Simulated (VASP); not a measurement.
# AlRu (Pm-3m) in VASP: notebook, part 2 of 2

VASP 6.6.1. Earlier steps stand in the parts before.

**3. Relaxation of cell and atoms, LDA**

This run uses another cell than the first one, of 13.39 Å³/atom.

INCAR

```
SYSTEM = AlRu
PREC     = Accurate       ! precision mode
ENCUT    = 600            ! plane-wave cutoff, eV
EDIFF    = 1E-6           ! SCF threshold, eV
ISMEAR   = -1             ! smearing method
SIGMA    = 0.08           ! smearing width, eV
LREAL    = .False.        ! projectors in reciprocal space
LASPH    = .True.         ! aspherical terms in the spheres
NELM     = 80             ! most SCF steps
ALGO     = Normal         ! electronic algorithm
ISIF     = 3              ! what is computed and relaxed
LWAVE    = .False.        ! write WAVECAR
LCHARG   = .False.        ! write CHGCAR
GGA      = CA             ! functional
IBRION   = 2              ! ionic algorithm
NSW      = 100            ! ionic steps
EDIFFG   = -0.002         ! ionic threshold
```

KPOINTS

```
Automatic mesh
0
Gamma
  14 14 14
  0 0 0
```

POSCAR

```
AlRu
1.0
    2.9916000000      0.0000000000      0.0000000000
    0.0000000000      2.9916000000      0.0000000000
    0.0000000000      0.0000000000      2.9916000000
Al Ru
1 1
Direct
    0.0000000000      0.0000000000      0.0000000000
    0.5000000000      0.5000000000      0.5000000000
```

Potentials or basis: VASP PAW LDA potentials, release 64 (Al, Ru_pv).

The run is started by

```console
$ cat potpaw_LDA.64/Al/POTCAR potpaw_LDA.64/Ru_pv/POTCAR > POTCAR
$ mpirun -np 1 vasp_std > vasp.out
```

OUTCAR:

```text
SYSTEM = AlRu
   PREC = Accurate
   ENCUT = 600
   EDIFF = 1E-6
   ISMEAR = -1
   LREAL = .False.
   LASPH = .True.
   NELM = 80
   ISIF = 3
   GGA = CA
   IBRION = 2
   NSW = 100
   EDIFFG = -0.002

 ion  position               nearest neighbor table
   1  0.000  0.000  0.000-   2 2.59   2 2.59   2 2.59   2 2.59   2 2.59   2 2.59   2 2.59   2 2.59

   2  0.500  0.500  0.500-   1 2.59   1 2.59   1 2.59   1 2.59   1 2.59   1 2.59   1 2.59   1 2.59

  LATTYP: Found a simple cubic cell.
 ALAT       =     2.9916000000

  Lattice vectors:

 A1 = (   2.9916000000,   0.0000000000,   0.0000000000)
 A2 = (   0.0000000000,   2.9916000000,   0.0000000000)
 A3 = (   0.0000000000,   0.0000000000,   2.9916000000)

Analysis of symmetry for initial positions (statically):
=====================================================================
 Subroutine PRICEL returns:
 Original cell was already a primitive cell.

 Routine SETGRP: Setting up the symmetry group for a
 simple cubic supercell.

 Subroutine GETGRP returns: Found 48 space group operations
 (whereof 48 operations were pure point group operations)
 out of a pool of 48 trial point group operations.

The static configuration has the point symmetry O_h .

Analysis of symmetry for dynamics (positions and initial velocities):
=====================================================================
 Subroutine PRICEL returns:
 Original cell was already a primitive cell.

 Routine SETGRP: Setting up the symmetry group for a
 simple cubic supercell.

 Subroutine GETGRP returns: Found 48 space group operations
 (whereof 48 operations were pure point group operations)
 out of a pool of 48 trial point group operations.

The dynamic configuration has the point symmetry O_h .

 Subroutine INISYM returns: Found 48 space group operations
 (whereof 48 operations are pure point group operations),
 and found     1 'primitive' translations

----------------------------------------------------------------------------------------

                                     Primitive cell

  volume of cell :      26.7738
[... 134 lines left out ...]
  ext. energy  EPLUGINS =         0.00000000
  ---------------------------------------------------
  free energy    TOTEN  =       -16.17315476 eV

  energy without entropy =      -16.13714658  energy(sigma->0) =      -16.15515067

------------------------ aborting loop because EDIFF is reached ----------------------------------------

  FORCE on cell =-STRESS in cart. coord.  units (eV):
  Direction    XX          YY          ZZ          XY          YZ          ZX
  --------------------------------------------------------------------------------------
  -------------------------------------------------------------------------------------
  Total       -1.2595189     -1.2595189     -1.2595189      0.0000000     -0.0000000      0.0000000
  in kB      -75.3710718    -75.3710718    -75.3710718      0.0000000     -0.0000000      0.0000000
  external PRESSURE =     -75.3710718 kB  Pullay stress =       0.0000000 kB
[... 95 lines left out ...]
--------------------------------------- Ionic step        4  -------------------------------------------

 number of electron      16.9999998 magnetization

 Free energy of the ion-electron system (eV)
  ---------------------------------------------------
  ext. energy  EPLUGINS =         0.00000000
  ---------------------------------------------------
  free energy    TOTEN  =       -16.19557009 eV

  energy without entropy =      -16.16116297  energy(sigma->0) =      -16.17836653

 E-fermi :  11.0282     XC(G=0): -12.9748

 val. band max:       11.0276048922   @ k =   0.1429   0.0714   0.0714
 cond. band min:      11.0410687980   @ k =   0.3571   0.1429   0.0000
 fundamental gap:      0.0134639058
 Fermi energy:        11.0281519144

 k-point     1 :       0.0000    0.0000    0.0000
  band No.  band energies     occupation
      1     -30.5566      2.00000
      2     -30.5566      2.00000
      3     -30.5566      2.00000
      4       1.1543      2.00000
      5       7.2341      2.00000
      6       7.2341      2.00000
      7      11.2200      0.16669
      8      11.2200      0.16669
      9      11.2200      0.16669
     10      17.2159      0.00000
     11      17.2159      0.00000
     12      17.2159      0.00000
[... 331 lines left out ...]
 k-point    24 :       0.3571    0.2143    0.0000
  band No.  band energies     occupation
      1     -30.7435      2.00000
      2     -30.6319      2.00000
      3     -30.5315      2.00000
      4       4.0709      2.00000
      5       6.9437      2.00000
      6       8.3337      2.00000
      7       9.3240      2.00000
      8       9.7699      2.00000
      9      10.6658      1.97864
     10      13.7802      0.00000
     11      17.5762      0.00000
     12      20.0539      0.00000

 [... further k-points ...]

------------------------ aborting loop because EDIFF is reached ----------------------------------------

  FORCE on cell =-STRESS in cart. coord.  units (eV):
  Direction    XX          YY          ZZ          XY          YZ          ZX
  --------------------------------------------------------------------------------------
  -------------------------------------------------------------------------------------
  Total        0.0001401      0.0001401      0.0001401     -0.0000000     -0.0000000      0.0000000
  in kB        0.0086843      0.0086843      0.0086843     -0.0000000     -0.0000000      0.0000000
  external PRESSURE =       0.0086843 kB  Pullay stress =       0.0000000 kB
[... 17 lines left out ...]
  FREE ENERGIE OF THE ION-ELECTRON SYSTEM (eV)
  ---------------------------------------------------
  free  energy   TOTEN  =       -16.1955700949 eV

  energy  without entropy=      -16.1611629715  energy(sigma->0) =      -16.17836653

 reached required accuracy - stopping structural energy minimisation
```

OSZICAR:

```text
N       E                     dE             d eps       ncg     rms          rms(c)
DAV:   1     0.122528093053E+03    0.12253E+03   -0.10450E+04  2952   0.148E+03
DAV:   2    -0.141064954570E+02   -0.13663E+03   -0.13121E+03  3016   0.369E+02
DAV:   3    -0.168404808706E+02   -0.27340E+01   -0.26042E+01  3432   0.514E+01
[... 30 lines left out ...]
       N       E                     dE             d eps       ncg     rms          rms(c)
DAV:   1    -0.161957408608E+02   -0.17608E-03   -0.25654E-03  2972   0.727E-01    0.120E-01
DAV:   2    -0.161955878199E+02    0.15304E-03   -0.10175E-03  3036   0.385E-01    0.439E-02
DAV:   3    -0.161955703756E+02    0.17444E-04   -0.57632E-05  3012   0.904E-02    0.957E-03
DAV:   4    -0.161955700949E+02    0.28072E-06   -0.50640E-06  2996   0.171E-02
   4 F= -.16195570E+02 E0= -.16178367E+02  d E =-.224153E-01
```

Run time: 37 s. Hardware: 1 thread of Intel Xeon 6975P-C, shared host; peak memory 0.18 GiB.

What came out:

* Free energy: -16.1956 eV
* Relaxed volume: 12.92 Å³/atom
* Relaxed cell: a = 2.957 Å, b = 2.957 Å, c = 2.957 Å, α = 90.00°, β = 90.00°, γ = 90.00°
* Space group after relaxing (to 0.1 Å): Pm-3m (No. 221)
* Energy gained by relaxing: 11.2 meV/atom
* Ionic steps: 4
* Pressure after relaxing: 0.0 GPa
* Band gap on the k mesh: zero (an odd number of electrons rules out a gap without spin polarisation)

Step by step:
```csv
step,energy change (eV),largest force (eV/Å),pressure (GPa),volume (Å³)
1,0.0000,0.0000,-7.54,26.77
2,0.0422,0.0000,15.13,24.41
3,-0.0224,0.0000,-0.12,25.86
4,-0.0224,0.0000,0.00,25.85
```

Final structure:
```
Al Ru
1.0
     2.95664    0.00000    0.00000
     0.00000    2.95664    0.00000
     0.00000    0.00000    2.95664
Al Ru
1 1
Direct
  0.00000 0.00000 0.00000
  0.50000 0.50000 0.50000
```

Levels at points of the mesh, in eV from the Fermi level:
```tsv
k point	band 7	band 8	band 9	band 10	band 11	band 12
(0.00, 0.00, 0.00)	0.19	0.19	0.19	6.19	6.19	6.19
(0.50, 0.00, 0.00)	-1.69	-1.69	0.46	2.39	7.47	11.16
(0.50, 0.50, 0.00)	-1.37	-1.24	-1.24	1.60	5.50	6.59
(0.50, 0.50, 0.50)	1.70	1.70	2.69	4.21	4.21	4.21
```

LDA usually gives volumes a few per cent too small. Zero-point motion and thermal expansion aren't in these numbers.
